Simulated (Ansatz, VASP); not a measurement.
## Rh in VASP and in Ansatz

```
Rh
1.0
     0.00000    1.89078    1.89078
     1.89078    0.00000    1.89078
     1.89078    1.89078    0.00000
Rh
1
Direct
  0.00000 0.00000 0.00000
```

Alike in both runs: functional PBEsol; k mesh 18 × 18 × 18; occupations fermi-dirac, width 0.1 eV; no spin polarisation.

Ansatz relaxed the structure, and its values are those at the end. VASP's run is a single point on that final structure, the one shown.

```csv
,VASP,Ansatz
version,VASP 6.6.1,Ansatz 0.2.0
potentials or method,"VASP PAW PBE potentials, release 64 (Rh_pv)","PAW with Ansatz's default frozen-core files, scalar-relativistic"
plane-wave cutoff (eV),520,420
valence electrons in the cell,15,17
```

```tsv
	VASP	Ansatz	Ansatz less VASP
pressure (GPa)	-0.1	0.0	+0.09
```

VASP's potentials were made for PBE, not for PBEsol. VASP's potentials hold 15 valence electrons a cell and Ansatz's 17, so a difference there can come from the potentials and not from the codes.
